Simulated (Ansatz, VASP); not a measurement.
## Cs: VASP beside Ansatz

```xyz
3
Lattice="8.8336 0.0000 0.0000 -4.4168 7.6501 0.0000 0.0000 0.0000 5.3053" Properties=species:S:1:pos:R:3 pbc="T T T"
Cs    0.0000    0.0000    0.0000
Cs    0.0000    5.1001    2.6527
Cs    4.4168    2.5500    2.6527
```

Alike in both runs: task single point; functional revPBE; k mesh 5 × 5 × 7; occupations fermi-dirac, width 0.1 eV; no spin polarisation.

|  | VASP | Ansatz |
| --- | --- | --- |
| version | VASP 6.6.1 | Ansatz 0.2.0 |
| potentials or method | VASP PAW PBE potentials, release 64 (Cs_sv), cutoff 520 eV | plane waves (420 eV) with PAW, scalar-relativistic |
| valence electrons in the cell | 27 | 27 |

|  | VASP | Ansatz | Ansatz less VASP |
| --- | --- | --- | --- |
| pressure (GPa) | 0.2 | 0.2 | +0.01 |

VASP's potentials were made for PBE, not for revPBE. With one functional, cell and mesh, what is left measures potentials, basis and numerics.

Neither program's run includes spin-orbit coupling.
